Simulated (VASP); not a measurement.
A run of VASP 6.6.1 is set up as follows.

The input POSCAR:

```
Ge
1.0
   -1.6613040710      1.6613040710      1.6957286604
    1.6613040710     -1.6613040710      1.6957286604
    1.6613040710      1.6613040710     -1.6957286604
Ge
1
Direct
    0.5000000000      0.5000000000      0.0000000000
```

File INCAR.step1:

```
SYSTEM = Ge
ALGO     = Normal         ! electronic algorithm
EDIFF    = 1E-5           ! SCF threshold, eV
ENCUT    = 520            ! plane-wave cutoff, eV
GGA      = PE             ! functional
ISIF     = 2              ! what is computed and relaxed
ISMEAR   = -1             ! smearing method
LASPH    = .TRUE.         ! aspherical terms in the spheres
LREAL    = .FALSE.        ! projectors in reciprocal space
LWAVE    = .TRUE.         ! write WAVECAR
NBANDS   = 13             ! bands
NELM     = 60             ! most SCF steps
PREC     = Accurate       ! precision mode
SIGMA    = 0.05           ! smearing width, eV
```

The input INCAR.step2:

```
SYSTEM = Ge
ALGO     = Normal         ! electronic algorithm
EDIFF    = 1E-6           ! SCF threshold, eV
ENCUT    = 520            ! plane-wave cutoff, eV
GGA      = PE             ! functional
HFSCREEN = 0.2079         ! screening, 1/A
ISIF     = 2              ! what is computed and relaxed
ISMEAR   = -1             ! smearing method
ISTART   = 1            
LASPH    = .TRUE.         ! aspherical terms in the spheres
LCHARG   = .TRUE.         ! write CHGCAR
LELF     = .TRUE.         ! ELF
LHFCALC  = .TRUE.         ! exact exchange
LREAL    = .FALSE.        ! projectors in reciprocal space
LVHAR    = .TRUE.       
LWAVE    = .FALSE.        ! write WAVECAR
NBANDS   = 13             ! bands
NELM     = 60             ! most SCF steps
PREC     = Accurate       ! precision mode
PRECFOCK = Normal       
SIGMA    = 0.05           ! smearing width, eV
```

Contents of KPOINTS:

```
k-points
0
G
  6 6 6
  0 0 0
```

Potentials or basis: VASP PAW PBE potentials, release 64 (Ge_d).

Command:

```console
$ cat potpaw_PBE.64/Ge_d/POTCAR > POTCAR
$ cp INCAR.step1 INCAR
$ mpirun -np 1 vasp_std > vasp.out
$ cp INCAR.step2 INCAR
$ mpirun -np 1 vasp_std > vasp.out
```

Question: What does it give for the pressure?

Answer: 0.2 GPa.

Question: Predict the band gap on the k mesh.

Answer: Zero (bands 7 and 8 overlap by 13.67 eV).

Caveat: the k points lie up to 0.44 Å⁻¹ apart, too coarse for converged energies and pressures of a metal; the PAW data sets were made with another functional, which shifts forces and pressure a little.
